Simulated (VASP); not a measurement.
Input of a VASP 6.6.1 run:

POSCAR

```
ZnS
1.0
    3.7822379936      0.0000000000      0.0000000000
   -1.8911189968      3.2755141856      0.0000000000
    0.0000000000      0.0000000000      6.2081825480
Zn S
2 2
Direct
    0.3333333333      0.6666666667     -0.0090029997
    0.6666666667      0.3333333333      0.4909970003
    0.3333333333      0.6666666667      0.3840029997
    0.6666666667      0.3333333333      0.8840029997
```

The input INCAR.step1:

```
SYSTEM = ZnS
PREC     = Accurate       ! precision mode
ENCUT    = 520            ! plane-wave cutoff, eV
ISMEAR   = 0              ! smearing method
SIGMA    = 0.01           ! smearing width, eV
LREAL    = .False.        ! projectors in reciprocal space
LASPH    = .True.         ! aspherical terms in the spheres
NELM     = 60             ! most SCF steps
NBANDS   = 26             ! bands
GGA      = PE             ! functional
ALGO     = Normal         ! electronic algorithm
EDIFF    = 1E-4           ! SCF threshold, eV
LWAVE    = .True.         ! write WAVECAR
LCHARG   = .False.        ! write CHGCAR
```

Contents of INCAR.step2:

```
SYSTEM = ZnS
PREC     = Accurate       ! precision mode
ENCUT    = 520            ! plane-wave cutoff, eV
EDIFF    = 1E-6           ! SCF threshold, eV
ISMEAR   = 0              ! smearing method
SIGMA    = 0.01           ! smearing width, eV
LREAL    = .False.        ! projectors in reciprocal space
LASPH    = .True.         ! aspherical terms in the spheres
NELM     = 60             ! most SCF steps
ALGO     = Normal         ! electronic algorithm
ISIF     = 2              ! what is computed and relaxed
LWAVE    = .False.        ! write WAVECAR
LCHARG   = .True.         ! write CHGCAR
METAGGA  = R2SCAN         ! meta-GGA
LMIXTAU  = .True.       
LELF     = .True.         ! ELF
LVHAR    = .True.       
NBANDS   = 26             ! bands
ISTART   = 1
```

The input KPOINTS:

```
Automatic mesh
0
Gamma
  9 9 6
  0 0 0
```

Potentials or basis: VASP PAW PBE potentials, release 64 (Zn, S).

The run is started by

```console
$ cat potpaw_PBE.64/Zn/POTCAR potpaw_PBE.64/S/POTCAR > POTCAR
$ cp INCAR.step1 INCAR
$ mpirun -np 1 vasp_std > vasp.out
$ cp INCAR.step2 INCAR
$ mpirun -np 1 vasp_std > vasp.out
```

Question: What does it give for the band gap on the k mesh?

Answer: 2.93 eV, direct.

Question: Predict the pressure.

Answer: 2.2 GPa.

Question: Estimate the largest force.

Answer: 0.557 eV/Å.

Forces on the atoms (eV/Å):
```
Zn   0.000  0.000  0.557
Zn   0.000  0.000  0.557
S    0.000  0.000 -0.557
S    0.000  0.000 -0.557
```

Caveat: the PAW data sets were made with another functional, which shifts forces and pressure a little. A k mesh can miss the band edges.
